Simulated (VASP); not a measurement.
# Au (I4/mmm) in VASP: notebook, part 2 of 2

VASP 6.6.1.

### Step 3. Single point, PBEsol (strain +0.000 along x and y, -0.080 along z)

INCAR reads:

```
PREC     = Accurate       # precision mode
ENCUT    = 520            # plane-wave cutoff, eV
EDIFF    = 1E-7           # SCF threshold, eV
ISMEAR   = 0              # smearing method
SIGMA    = 0.15           # smearing width, eV
LREAL    = F              # projectors in reciprocal space
LASPH    = T              # aspherical terms in the spheres
NELM     = 80             # most SCF steps
ALGO     = Normal         # electronic algorithm
ISIF     = 2              # what is computed and relaxed
LWAVE    = F              # write WAVECAR
LCHARG   = F              # write CHGCAR
GGA      = PS             # functional
NBANDS   = 12             # bands
```

KPOINTS reads:

```
Automatic mesh
0
Gamma
  20 20 20
```

POSCAR reads:

```
Au
1.0
    0.0000000000      2.0455000000      1.8818600000
    2.0455000000      0.0000000000      1.8818600000
    2.0455000000      2.0455000000      0.0000000000
Au
1
Direct
    0.0000000000      0.0000000000      0.0000000000
```

Potentials or basis: VASP PAW PBE potentials, release 64 (Au).

Command:

```bash
> cat potpaw_PBE.64/Au/POTCAR > POTCAR
> mpirun -np 1 vasp_std > vasp.out
```

OUTCAR:

```text
PREC = Accurate
   ENCUT = 520
   EDIFF = 1E-7
   ISMEAR = 0
   LREAL = F
   LASPH = T
   NELM = 80
   ISIF = 2
   GGA = PS

 ion  position               nearest neighbor table
   1  0.000  0.000  0.000-

  LATTYP: Found a body centered tetragonal cell.
 ALAT       =     2.8927738418
 C/A-ratio  =     1.3010764774

  Lattice vectors:

 A1 = (   0.0000000000,  -2.0455000000,  -1.8818600000)
 A2 = (   0.0000000000,   2.0455000000,  -1.8818600000)
 A3 = (   2.0455000000,   0.0000000000,   1.8818600000)

Analysis of symmetry for initial positions (statically):
=====================================================================
 Subroutine PRICEL returns:
 Original cell was already a primitive cell.

 Routine SETGRP: Setting up the symmetry group for a
 body centered tetragonal supercell.

 Subroutine GETGRP returns: Found 16 space group operations
 (whereof 16 operations were pure point group operations)
 out of a pool of 16 trial point group operations.

The static configuration has the point symmetry D_4h.

Analysis of symmetry for dynamics (positions and initial velocities):
=====================================================================
 Subroutine PRICEL returns:
 Original cell was already a primitive cell.

 Routine SETGRP: Setting up the symmetry group for a
 body centered tetragonal supercell.

 Subroutine GETGRP returns: Found 16 space group operations
 (whereof 16 operations were pure point group operations)
 out of a pool of 16 trial point group operations.

The dynamic configuration has the point symmetry D_4h.

 Subroutine INISYM returns: Found 16 space group operations
 (whereof 16 operations are pure point group operations),
 and found     1 'primitive' translations

----------------------------------------------------------------------------------------

                                     Primitive cell

  volume of cell :      15.7477

  direct lattice vectors                    reciprocal lattice vectors
     0.000000000  2.045500000  1.881860000    -0.244439012  0.244439012  0.265694579
     2.045500000  0.000000000  1.881860000     0.244439012 -0.244439012  0.265694579
     2.045500000  2.045500000  0.000000000     0.244439012  0.244439012 -0.265694579

  length of vectors
     2.779472488  2.779472488  2.892773842     0.435998246  0.435998246  0.435998246

  position of ions in fractional coordinates (direct lattice)
     0.000000000  0.000000000  0.000000000

  ion indices of the primitive-cell ions
   primitive index   ion index
                 1           1

----------------------------------------------------------------------------------------

 KPOINTS: Automatic mesh

Automatic generation of k-mesh.
 Grid dimensions read from file:
 generate k-points for:   20   20   20

 Generating k-lattice:

  Cartesian coordinates                     Fractional coordinates (reciprocal lattice)
    -0.012221951  0.012221951  0.013284729     0.050000000  0.000000000  0.000000000
     0.012221951 -0.012221951  0.013284729     0.000000000  0.050000000  0.000000000
     0.012221951  0.012221951 -0.013284729    -0.000000000 -0.000000000  0.050000000

  Length of vectors
     0.021799912  0.021799912  0.021799912

  Shift w.r.t. Gamma in fractional coordinates (k-lattice)
     0.000000000  0.000000000  0.000000000

 Subroutine IBZKPT returns following result:
 ===========================================

 Found    641 irreducible k-points:

 Following reciprocal coordinates:
            Coordinates               Weight
  0.000000  0.000000  0.000000      1.000000
  0.050000  0.000000  0.000000      8.000000
  0.100000  0.000000  0.000000      8.000000
  0.150000  0.000000  0.000000      8.000000
  0.200000  0.000000  0.000000      8.000000
  0.250000  0.000000  0.000000      8.000000
[... 16 lines left out ...]
 -0.400000  0.050000  0.000000      8.000000
 -0.350000  0.050000  0.000000      8.000000
 [... further k-points ...]
   k-points           NKPTS =    641   k-points in BZ     NKDIM =    641   number of bands    NBANDS=     12
   number of dos      NEDOS =    301   number of ions     NIONS =      1
   total plane-waves  NPLWV =  13824
   dimension x,y,z NGX =    24 NGY =   24 NGZ =   24
   dimension x,y,z NGXF=    48 NGYF=   48 NGZF=   48
   ions per type =               1
   NGX,Y,Z   is equivalent  to a cutoff of  14.35, 14.35, 13.79 a.u.
   NGXF,Y,Z  is equivalent  to a cutoff of  28.71, 28.71, 27.59 a.u.
 SYSTEM =  unknown system
   PREC   = accura    normal or accurate (medium, high low for compatibility)
   ISTART =      0    job   : 0-new  1-cont  2-samecut
   ICHARG =      2    charge: 1-file 2-atom 10-const
   ISPIN  =      1    spin polarized calculation?
   LNONCOLLINEAR =      F non collinear calculations
   LSORBIT =      F    spin-orbit coupling
   LASPH  =      T    aspherical Exc in radial PAW
   ENCUT  =  520.0 eV  38.22 Ry    6.18 a.u.   5.17  5.17  5.38*2*pi/ulx,y,z
   NELM   =     80;   NELMIN=  2; NELMDL= -5     # of ELM steps
   EDIFF  = 0.1E-06   stopping-criterion for ELM
   LREAL  =      F    real-space projection
   EDIFFG = 0.1E-05   stopping-criterion for IOM
   NSW    =      0    number of steps for IOM
   IBRION =     -1    ionic relax: 0-MD 1-quasi-New 2-CG
   NFREE  =      0    steps in history (QN), initial steepest desc. (CG)
   ISIF   =      2    stress and relaxation
   ISYM   =      2    0-nonsym 1-usesym 2-fastsym
   POTIM  = 0.5000    time-step for ionic-motion
   TEBEG  =    0.0;   TEEND  =   0.0 temperature during run
   PSTRESS=    0.0 pullay stress
   NELECT =      11.0000    total number of electrons
   NUPDOWN=      -1.0000    fix difference up-down
   EMIN   =  10.00;   EMAX   =-10.00  energy-range for DOS
   EFERMI =   0.00;   METHOD = LEGACY
   ISMEAR =     0;   SIGMA  =   0.15  broadening in eV -4-tet -1-fermi 0-gaus
   EFERMI_NEDOS =   21; number of points for ismear=-14 and -15
   IALGO  =     38    algorithm
   IMIX   =      4    mixing-type and parameters
     AMIX     =   0.40;   BMIX     =  1.00
     AMIX_MAG =   1.60;   BMIX_MAG =  1.00
  volume/ion in A,a.u.               =      15.75       106.27
  Fermi-wavevector in a.u.,A,eV,Ry     =   1.452559  2.744938 28.707289  2.109926
  Thomas-Fermi vector in A             =   2.569927
   LORBIT       =      0    0 simple, 1 ext, 2 COOP (PROOUT), +10 PAW based schemes
   GGA     = PS    functional components
   LHFCALC =     F    Hartree Fock is set to
   AEXX    =    0.0000 exact exchange contribution
   IVDW    =     0    specifies the selected vdW correction
   LEPSILON=     F    determine dielectric tensor
   LRPA    =     F    only Hartree local field effects (RPA)
 non-spin polarized calculation
 Gauss-broadening in eV      SIGMA  =   0.15
  energy-cutoff  :      520.00
  volume of cell :       15.75
 maximum number of plane-waves:       441
 NGX is ok and might be reduce to    24
   NGX = 11   NGY = 11   NGZ = 11

 number of electron      11.0000001 magnetization

 Free energy of the ion-electron system (eV)
  ---------------------------------------------------
  ext. energy  EPLUGINS =         0.00000000
  ---------------------------------------------------
  free energy    TOTEN  =        -3.85834927 eV

  energy without entropy =       -3.85418601  energy(sigma->0) =       -3.85626764

 E-fermi :  10.7244     XC(G=0): -13.3570

 val. band max:       10.7154998542   @ k =   0.5000   0.2500   0.2000
 cond. band min:      10.7313984892   @ k =  -0.2500   0.1000   0.2500
 fundamental gap:      0.0158986350
 Fermi energy:        10.7243552239

 k-point     1 :       0.0000    0.0000    0.0000
  band No.  band energies     occupation
      1      -0.1338      2.00000
      2       5.2930      2.00000
      3       5.2930      2.00000
      4       6.0696      2.00000
      5       6.8033      2.00000
      6       7.6673      2.00000
      7      25.1335      0.00000
      8      28.8825      0.00000
      9      28.8825      0.00000
     10      30.7364      0.00000
     11      34.7535      0.00000
     12      38.9807      0.00000
[... 331 lines left out ...]
 k-point    24 :      -0.3500    0.0500    0.0000
  band No.  band energies     occupation
      1       2.5824      2.00000
      2       5.2877      2.00000
      3       5.9582      2.00000
      4       6.6474      2.00000
      5       8.0789      2.00000
      6       8.4350      2.00000
      7      17.9112      0.00000
      8      25.1540      0.00000
      9      29.4273      0.00000
     10      29.4496      0.00000
     11      34.6842      0.00000
     12      34.8248      0.00000

 [... further k-points ...]

------------------------ aborting loop because EDIFF is reached ----------------------------------------

  FORCE on cell =-STRESS in cart. coord.  units (eV):
  Direction    XX          YY          ZZ          XY          YZ          ZX
  --------------------------------------------------------------------------------------
  -------------------------------------------------------------------------------------
  Total        1.5734394      1.5734394      1.7767829      0.0000000     -0.0000000     -0.0000000
  in kB      160.0826765    160.0826765    180.7709688      0.0000000     -0.0000000     -0.0000000
  external PRESSURE =     166.9787739 kB  Pullay stress =       0.0000000 kB

 VOLUME and BASIS-vectors are now :
 -----------------------------------------------------------------------------
  energy-cutoff  :      520.00
  volume of cell :       15.75
      direct lattice vectors                 reciprocal lattice vectors
     0.000000000  2.045500000  1.881860000    -0.244439012  0.244439012  0.265694579
     2.045500000  0.000000000  1.881860000     0.244439012 -0.244439012  0.265694579
     2.045500000  2.045500000  0.000000000     0.244439012  0.244439012 -0.265694579

 POSITION                                       TOTAL-FORCE (eV/Angst)
 -----------------------------------------------------------------------------------
      0.00000      0.00000      0.00000        -0.000000      0.000000     -0.000000
 -----------------------------------------------------------------------------------
    total drift:                               -0.000000      0.000000      0.000000

  FREE ENERGIE OF THE ION-ELECTRON SYSTEM (eV)
  ---------------------------------------------------
  free  energy   TOTEN  =        -3.8583492732 eV

  energy  without entropy=       -3.8541860067  energy(sigma->0) =       -3.85626764
```

Wall time 2 min (1 thread of Intel Xeon 8259CL, shared host); peak memory 0.24 GiB.

Results:

```yaml
Free_energy: -3.8583 eV
Pressure: 16.7 GPa
Band_gap_on_the_k_mesh: zero (an odd number of electrons rules out a gap without spin polarisation)
```

Stress tensor (GPa, compression positive):
```
16.01  0.00  0.00
 0.00 16.01  0.00
 0.00  0.00 18.08
```

Caveat: the cell differs from its parent crystal (strain +0.000 along x and y, -0.080 along z); the cell stands under pressure; the PAW data sets were made with another functional, which shifts forces and pressure a little; spin-orbit coupling is left out, which moves the levels of the heavy elements.
